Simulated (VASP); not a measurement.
# Zr (P6_3/mmc) in VASP: a series of runs

Zr is run at these levels: PBE+D3(BJ), PBEsol+D3(BJ), LDA, PBEsol; tasks: relaxation of cell and atoms, single point.

Everything below comes from runs of VASP 6.6.1. Logs are shortened: lines on timing, memory, paths and dates and some standing lists are left out, and cuts for length are marked.

## (1) The cell of the first run

Symmetry: P6_3/mmc, No. 194, hexagonal system. The conventional cell has a = 3.232 Å, b = 3.232 Å, c = 5.147 Å, α = 90.00°, β = 90.00°, γ = 120.00°. Within 4.2 Å of Zr (site symmetry -6m2) lie 12 Zr at 3.18 to 3.23 Å.

## (2) Relaxation of cell and atoms, PBE+D3(BJ)

The input, INCAR:

```
SYSTEM = Zr
ALGO = Normal
EDIFF = 1E-6
EDIFFG = -0.01
ENCUT = 600
GGA = PE
IBRION = 2
ISIF = 3
ISMEAR = -1
IVDW = 12
LASPH = .True.
LCHARG = .False.
LREAL = .False.
LWAVE = .False.
NELM = 100
NSW = 60
PREC = Accurate
SIGMA = 0.05
```

The input, KPOINTS:

```
k-points
0
Gamma
  9 9 5
  0 0 0
```

The input, POSCAR:

```
Zr
1.0
    3.2320000000      0.0000000000      0.0000000000
   -1.6160000000      2.7989941050      0.0000000000
    0.0000000000      0.0000000000      5.1470000000
Zr
2
Direct
    0.6666666667      0.3333333333      0.7500000000
    0.3333333333      0.6666666667      0.2500000000
```

Potentials or basis: VASP PAW PBE potentials, release 64 (Zr_sv).

The run is started by

```
$ cat potpaw_PBE.64/Zr_sv/POTCAR > POTCAR
$ mpirun -np 1 vasp_std > vasp.out
```

OUTCAR:

```text
SYSTEM = Zr
   EDIFF = 1E-6
   EDIFFG = -0.01
   ENCUT = 600
   GGA = PE
   IBRION = 2
   ISIF = 3
   ISMEAR = -1
   IVDW = 12
   LASPH = .True.
   LREAL = .False.
   NELM = 100
   NSW = 60
   PREC = Accurate
 IVDW          = 12

 ion  position               nearest neighbor table
   1  0.667  0.333  0.750-   2 3.18   2 3.18   2 3.18   2 3.18   2 3.18   2 3.18
   2  0.333  0.667  0.250-   1 3.18   1 3.18   1 3.18   1 3.18   1 3.18   1 3.18

  LATTYP: Found a hexagonal cell.
 ALAT       =     3.2320000000
 C/A-ratio  =     1.5925123762

  Lattice vectors:

 A1 = (   3.2320000000,   0.0000000000,   0.0000000000)
 A2 = (  -1.6160000000,   2.7989941050,   0.0000000000)
 A3 = (   0.0000000000,   0.0000000000,   5.1470000000)

Analysis of symmetry for initial positions (statically):
=====================================================================
 Subroutine PRICEL returns:
 Original cell was already a primitive cell.

 Routine SETGRP: Setting up the symmetry group for a
 hexagonal supercell.

 Subroutine GETGRP returns: Found 24 space group operations
 (whereof 12 operations were pure point group operations)
 out of a pool of 24 trial point group operations.

The static configuration has the point symmetry D_3d.
 The point group associated with its full space group is D_6h.

Analysis of symmetry for dynamics (positions and initial velocities):
=====================================================================
 Subroutine PRICEL returns:
 Original cell was already a primitive cell.

 Routine SETGRP: Setting up the symmetry group for a
 hexagonal supercell.

 Subroutine GETGRP returns: Found 24 space group operations
 (whereof 12 operations were pure point group operations)
 out of a pool of 24 trial point group operations.

The dynamic configuration has the point symmetry D_3d.
 The point group associated with its full space group is D_6h.

 Subroutine INISYM returns: Found 24 space group operations
 (whereof 12 operations are pure point group operations),
 and found     1 'primitive' translations

----------------------------------------------------------------------------------------

                                     Primitive cell

  volume of cell :      46.5616

  direct lattice vectors                    reciprocal lattice vectors
     3.232000000  0.000000000  0.000000000     0.309405941  0.178635603  0.000000000
    -1.616000000  2.798994105  0.000000000     0.000000000  0.357271206  0.000000000
     0.000000000  0.000000000  5.147000000     0.000000000  0.000000000  0.194287935

  length of vectors
     3.232000000  3.232000000  5.147000000     0.357271206  0.357271206  0.194287935

  position of ions in fractional coordinates (direct lattice)
     0.666666667  0.333333333  0.750000000
     0.333333333  0.666666667  0.250000000

  ion indices of the primitive-cell ions
   primitive index   ion index
                 1           1
                 2           2

----------------------------------------------------------------------------------------

 KPOINTS: k-points

Automatic generation of k-mesh.
 Grid dimensions read from file:
 generate k-points for:    9    9    5

 Generating k-lattice:

  Cartesian coordinates                     Fractional coordinates (reciprocal lattice)
     0.034378438  0.019848400  0.000000000     0.111111111  0.000000000  0.000000000
     0.000000000  0.039696801  0.000000000     0.000000000  0.111111111  0.000000000
     0.000000000  0.000000000  0.038857587     0.000000000  0.000000000  0.200000000

  Length of vectors
     0.039696801  0.039696801  0.038857587

  Shift w.r.t. Gamma in fractional coordinates (k-lattice)
     0.000000000  0.000000000  0.000000000

 Subroutine IBZKPT returns following result:
 ===========================================

 Found     36 irreducible k-points:

 Following reciprocal coordinates:
            Coordinates               Weight
  0.000000  0.000000  0.000000      1.000000
  0.111111  0.000000  0.000000      6.000000
  0.222222  0.000000  0.000000      6.000000
  0.333333  0.000000  0.000000      6.000000
  0.444444  0.000000  0.000000      6.000000
  0.111111  0.111111  0.000000      6.000000
[... 16 lines left out ...]
  0.333333  0.222222  0.200000     24.000000
  0.333333  0.333333  0.200000      4.000000
 [... further k-points ...]
   k-points           NKPTS =     36   k-points in BZ     NKDIM =     36   number of bands    NBANDS=     16
   number of dos      NEDOS =    301   number of ions     NIONS =      2
   total plane-waves  NPLWV =  32928
   dimension x,y,z NGX =    28 NGY =   28 NGZ =   42
   dimension x,y,z NGXF=    56 NGYF=   56 NGZF=   84
   ions per type =               2
   NGX,Y,Z   is equivalent  to a cutoff of  14.40, 14.40, 13.57 a.u.
   NGXF,Y,Z  is equivalent  to a cutoff of  28.80, 28.80, 27.13 a.u.
 SYSTEM =  Zr
   PREC   = accura    normal or accurate (medium, high low for compatibility)
   ISTART =      0    job   : 0-new  1-cont  2-samecut
   ICHARG =      2    charge: 1-file 2-atom 10-const
   ISPIN  =      1    spin polarized calculation?
   LNONCOLLINEAR =      F non collinear calculations
   LSORBIT =      F    spin-orbit coupling
   LASPH  =      T    aspherical Exc in radial PAW
   ENCUT  =  600.0 eV  44.10 Ry    6.64 a.u.   6.46  6.46 10.28*2*pi/ulx,y,z
   NELM   =    100;   NELMIN=  2; NELMDL= -5     # of ELM steps
   EDIFF  = 0.1E-05   stopping-criterion for ELM
   LREAL  =      F    real-space projection
   EDIFFG = -.1E-01   stopping-criterion for IOM
   NSW    =     60    number of steps for IOM
   IBRION =      2    ionic relax: 0-MD 1-quasi-New 2-CG
   NFREE  =      1    steps in history (QN), initial steepest desc. (CG)
   ISIF   =      3    stress and relaxation
   ISYM   =      2    0-nonsym 1-usesym 2-fastsym
   POTIM  = 0.5000    time-step for ionic-motion
   TEBEG  =    0.0;   TEEND  =   0.0 temperature during run
   PSTRESS=    0.0 pullay stress
   NELECT =      24.0000    total number of electrons
   NUPDOWN=      -1.0000    fix difference up-down
   EMIN   =  10.00;   EMAX   =-10.00  energy-range for DOS
   EFERMI =   0.00;   METHOD = LEGACY
   ISMEAR =    -1;   SIGMA  =   0.05  broadening in eV -4-tet -1-fermi 0-gaus
   EFERMI_NEDOS =   21; number of points for ismear=-14 and -15
   IALGO  =     38    algorithm
   IMIX   =      4    mixing-type and parameters
     AMIX     =   0.40;   BMIX     =  1.00
     AMIX_MAG =   1.60;   BMIX_MAG =  1.00
  volume/ion in A,a.u.               =      23.28       157.11
  Fermi-wavevector in a.u.,A,eV,Ry     =   1.312611  2.480475 23.442130  1.722948
  Thomas-Fermi vector in A             =   2.442991
   LORBIT       =      0    0 simple, 1 ext, 2 COOP (PROOUT), +10 PAW based schemes
   GGA     = PE    functional components
   LHFCALC =     F    Hartree Fock is set to
   AEXX    =    0.0000 exact exchange contribution
   IVDW    =    12    specifies the selected vdW correction
   LEPSILON=     F    determine dielectric tensor
   LRPA    =     F    only Hartree local field effects (RPA)
 conjugate gradient relaxation of ions
 non-spin polarized calculation
  energy-cutoff  :      600.00
  volume of cell :       46.56
 maximum number of plane-waves:      1572
 NGX is ok and might be reduce to    28
   NGX = 13   NGY = 13   NGZ = 21

--------------------------------------- Ionic step        1  -------------------------------------------

 number of electron      24.0000000 magnetization

 Free energy of the ion-electron system (eV)
  ---------------------------------------------------
  ext. energy  EPLUGINS =         0.00000000
  ---------------------------------------------------
  free energy    TOTEN  =       -17.05363116 eV

  energy without entropy =      -17.03739432  energy(sigma->0) =      -17.04551274

------------------------ aborting loop because EDIFF is reached ----------------------------------------

 Edisp (eV)   -1.05655

 E8    (eV) :    -0.5424

  FORCE on cell =-STRESS in cart. coord.  units (eV):
  Direction    XX          YY          ZZ          XY          YZ          ZX
  --------------------------------------------------------------------------------------
  -------------------------------------------------------------------------------------
  Total      -1.04142    -1.04142    -0.78815     0.00000     0.00000     0.00000
  in kB     -35.83515   -35.83515   -27.12012     0.00000     0.00000     0.00000
  external pressure =      -32.93 kB  Pullay stress =        0.00 kB

 VOLUME and BASIS-vectors are now :
 -----------------------------------------------------------------------------
  energy-cutoff  :      600.00
  volume of cell :       46.56
      direct lattice vectors                 reciprocal lattice vectors
     3.232000000  0.000000000  0.000000000     0.309405941  0.178635603  0.000000000
    -1.616000000  2.798994105  0.000000000     0.000000000  0.357271206  0.000000000
     0.000000000  0.000000000  5.147000000     0.000000000  0.000000000  0.194287935
[... 161 lines left out ...]
 POSITION                                       TOTAL-FORCE (eV/Angst)
 -----------------------------------------------------------------------------------
      1.59193      0.91910      3.83561         0.000000     -0.000000      0.000000
     -0.00000      1.83820      1.27854        -0.000000      0.000000      0.000000
 -----------------------------------------------------------------------------------
    total drift:                               -0.000000      0.000000     -0.000000

  FREE ENERGIE OF THE ION-ELECTRON SYSTEM (eV)
  ---------------------------------------------------
  free  energy   TOTEN  =       -18.1283584055 eV

  energy  without entropy=      -18.1117862631  energy(sigma->0) =      -18.12007233

--------------------------------------- Ionic step        6  -------------------------------------------

 number of electron      24.0000000 magnetization

 Free energy of the ion-electron system (eV)
  ---------------------------------------------------
  ext. energy  EPLUGINS =         0.00000000
  ---------------------------------------------------
  free energy    TOTEN  =       -17.03089456 eV

  energy without entropy =      -17.01444550  energy(sigma->0) =      -17.02267003

 E-fermi :   9.4058     XC(G=0): -11.2489

 val. band max:        9.4021984317   @ k =   0.0000   0.0000   0.4000
 cond. band min:       9.4274193456   @ k =   0.3333   0.3333   0.4000
 fundamental gap:      0.0252209139
 Fermi energy:         9.4057538055

 k-point     1 :       0.0000    0.0000    0.0000
  band No.  band energies     occupation
      1     -39.3623      2.00000
      2     -39.1901      2.00000
      3     -17.9396      2.00000
      4     -16.9667      2.00000
      5     -16.9667      2.00000
      6     -16.8340      2.00000
[... 8 lines left out ...]
     15      10.9946      0.00000
     16      10.9946      0.00000
[... 419 lines left out ...]
 k-point    24 :       0.3333    0.3333    0.2000
  band No.  band energies     occupation
      1     -39.1611      2.00000
      2     -39.1611      2.00000
      3     -17.5819      2.00000
      4     -17.5663      2.00000
      5     -17.5663      2.00000
      6     -17.3019      2.00000
[... 8 lines left out ...]
     15      11.1899      0.00000
     16      13.2154      0.00000

 [... further k-points ...]

------------------------ aborting loop because EDIFF is reached ----------------------------------------

 Edisp (eV)   -1.09753

 E8    (eV) :    -0.5637

  FORCE on cell =-STRESS in cart. coord.  units (eV):
  Direction    XX          YY          ZZ          XY          YZ          ZX
  --------------------------------------------------------------------------------------
  -------------------------------------------------------------------------------------
  Total       0.01639     0.01639     0.01681     0.00000    -0.00000     0.00000
  in kB       0.58477     0.58477     0.59981     0.00000    -0.00000     0.00000
  external pressure =        0.59 kB  Pullay stress =        0.00 kB

 VOLUME and BASIS-vectors are now :
 -----------------------------------------------------------------------------
  energy-cutoff  :      600.00
  volume of cell :       44.90
      direct lattice vectors                 reciprocal lattice vectors
     3.181099312  0.000000000  0.000000000     0.314356737  0.181493947  0.000000000
    -1.590549656  2.754912816 -0.000000000     0.000000000  0.362987894  0.000000000
    -0.000000000 -0.000000000  5.123034045     0.000000000  0.000000000  0.195196829

 POSITION                                       TOTAL-FORCE (eV/Angst)
 -----------------------------------------------------------------------------------
      1.59055      0.91830      3.84228         0.000000     -0.000000      0.000000
     -0.00000      1.83661      1.28076        -0.000000      0.000000     -0.000000
 -----------------------------------------------------------------------------------
    total drift:                               -0.000000      0.000000     -0.000000

  FREE ENERGIE OF THE ION-ELECTRON SYSTEM (eV)
  ---------------------------------------------------
  free  energy   TOTEN  =       -18.1284252402 eV

  energy  without entropy=      -18.1119761756  energy(sigma->0) =      -18.12020071

 reached required accuracy - stopping structural energy minimisation
```

Run time: 48 s. Hardware: 1 thread of Intel Xeon 6975P-C (Granite Rapids), shared host; peak memory 0.2 GiB.

Results:

```
Free energy                            : -18.1284 eV
Relaxed volume                         : 22.45 Å³/atom
Relaxed cell                           : a = 3.181 Å, b = 3.181 Å, c = 5.123 Å, α = 90.00°, β = 90.00°, γ = 120.00°
Space group after relaxing (to 0.05 Å) : P6_3/mmc (No. 194)
Energy gained by relaxing              : 9.1 meV/atom
Ionic steps                            : 6
Pressure after relaxing                : 0.1 GPa
Band gap on the k mesh                 : zero (band 12 reaches 10.29 eV, above the bottom of band 13 at 9.15 eV)
Dispersion energy per atom             : -0.549 eV
```

Step by step:
| step | energy change (eV) | largest force (eV/Å) | pressure (GPa) | volume (Å³) |
| --- | --- | --- | --- | --- |
| 1 | 0.0000 | 0.0000 | -3.29 | 46.56 |
| 2 | -0.0012 | 0.0000 | 3.61 | 43.41 |
| 3 | -0.0176 | 0.0000 | 0.03 | 44.93 |
| 4 | -0.0176 | 0.0000 | 0.11 | 44.90 |
| 5 | -0.0182 | 0.0000 | 0.07 | 44.90 |
| 6 | -0.0182 | 0.0000 | 0.06 | 44.90 |

Final structure:
```yaml
crystal:
  lattice:
    - [3.18110, 0.00000, 0.00000]
    - [-1.59055, 2.75491, 0.00000]
    - [0.00000, 0.00000, 5.12303]
  atoms:
    - { symbol: Zr, position: [0.66667, 0.33333, 0.75000] }
    - { symbol: Zr, position: [0.33333, 0.66667, 0.25000] }
```

Caveat: pairwise dispersion overbinds metals, which lowers pressure and volume.

## (3) Relaxation of cell and atoms, PBEsol+D3(BJ)

The input, INCAR:

```
  PREC = Accurate
  ENCUT = 600
  EDIFF = 1E-6
  ISMEAR = -1
  SIGMA = 0.05
  LREAL = F
  LASPH = T
  NELM = 60
  ALGO = Normal
  ISIF = 3
  LWAVE = F
  LCHARG = F
  GGA = PS
  IVDW = 12
  IBRION = 2
  NSW = 60
  EDIFFG = -0.01
```

The input, KPOINTS:

```
Automatic mesh
0
Gamma
  9 9 5
```

POSCAR is that of step 2.

Potentials or basis: VASP PAW PBE potentials, release 64 (Zr_sv).

The run is started by

```
$ cat potpaw_PBE.64/Zr_sv/POTCAR > POTCAR
$ mpirun -np 1 vasp_std > vasp.out
```

Wall time 51 s (1 thread of Intel Xeon 6975P-C (Granite Rapids), shared host); peak memory 0.21 GiB.

It converged, with:

| Property | Result |
| --- | --- |
| Free energy | -19.3964 eV |
| Relaxed volume | 21.50 Å³/atom |
| Relaxed cell | a = 3.131 Å, b = 3.131 Å, c = 5.064 Å, α = 90.00°, β = 90.00°, γ = 120.00° |
| Space group after relaxing (to 0.05 Å) | P6_3/mmc (No. 194) |
| Energy gained by relaxing | 42.8 meV/atom |
| Ionic steps | 6 |
| Pressure after relaxing | 0.0 GPa |
| Band gap on the k mesh | zero (band 12 reaches 10.67 eV, above the bottom of band 13 at 9.54 eV) |
| Dispersion energy per atom | -0.624 eV |

The path:
| step | energy change (eV) | largest force (eV/Å) | pressure (GPa) | volume (Å³) |
| --- | --- | --- | --- | --- |
| 1 | 0.0000 | 0.0000 | -7.25 | 46.56 |
| 2 | 0.0031 | 0.0000 | 9.14 | 39.82 |
| 3 | -0.0842 | 0.0000 | -0.07 | 43.09 |
| 4 | -0.0842 | 0.0000 | 0.09 | 43.03 |
| 5 | -0.0854 | 0.0000 | 0.06 | 43.01 |
| 6 | -0.0857 | 0.0000 | 0.04 | 43.01 |

Final structure:
```cif
data_structure
_symmetry_space_group_name_H-M 'P 1'
_symmetry_Int_Tables_number 1
_cell_length_a 3.1314
_cell_length_b 3.1314
_cell_length_c 5.0642
_cell_angle_alpha 90.000
_cell_angle_beta 90.000
_cell_angle_gamma 120.000
_cell_volume 43.01
loop_
_atom_site_label
_atom_site_type_symbol
_atom_site_fract_x
_atom_site_fract_y
_atom_site_fract_z
_atom_site_occupancy
Zr1 Zr 0.66667 0.33333 0.75000 1
Zr2 Zr 0.33333 0.66667 0.25000 1
```

Levels at points of the mesh, in eV from the Fermi level:
```
           k point  band 10  band 11  band 12  band 13  band 14  band 15
(0.00, 0.00, 0.00)    -3.26     0.90     0.90     0.90     1.39     1.63
```

Caveat: the PAW data sets were made with another functional, which shifts forces and pressure a little; pairwise dispersion overbinds metals, which lowers pressure and volume.

## (4) Single point, LDA

This run uses another cell than the first one, of 21.80 Å³/atom, 0.936 times its volume.

The input, INCAR:

```
PREC = Accurate
ENCUT = 520
EDIFF = 1E-7
ISMEAR = -1
SIGMA = 0.05
LREAL = F
LASPH = T
NELM = 60
ALGO = Normal
ISIF = 2
LWAVE = F
LCHARG = T
LELF = T
LVHAR = T
NBANDS = 19
```

The input, KPOINTS:

```
regular mesh
0
Gamma
  9 9 5
```

The input, POSCAR:

```
Zr
1.0
    3.1449396132      0.0000000000      0.0000000000
   -1.5724698066      2.7235975984      0.0000000000
    0.0000000000      0.0000000000      5.0890700027
Zr
2
Direct
    0.6666666667      0.3333333333      0.7500000000
    0.3333333333      0.6666666667      0.2500000000
```

Potentials or basis: VASP PAW LDA potentials, release 64 (Zr_sv).

The run is started by

```
$ cat potpaw_LDA.64/Zr_sv/POTCAR > POTCAR
$ mpirun -np 1 vasp_std > vasp.out
```

It took 16 s on 1 thread of Intel Xeon Platinum 8375C at 2.90GHz (Ice Lake), shared host; peak memory 0.15 GiB.

It converged, with:

```yaml
Free_energy: -18.5966 eV
Pressure: 0.1 GPa
Band_gap_on_the_k_mesh: zero (band 12 reaches 10.41 eV, above the bottom of band 13 at 9.32 eV)
```

Stress tensor (GPa, compression positive):
```
0.07 0.00 0.00
0.00 0.07 0.00
0.00 0.00 0.17
```

Levels at points of the mesh, in eV from the Fermi level:
| k point | band 10 | band 11 | band 12 | band 13 | band 14 | band 15 |
| --- | --- | --- | --- | --- | --- | --- |
| (0.00, 0.00, 0.00) | -3.21 | 0.87 | 0.87 | 0.87 | 1.40 | 1.59 |

(Continued in part 2 of 2.)
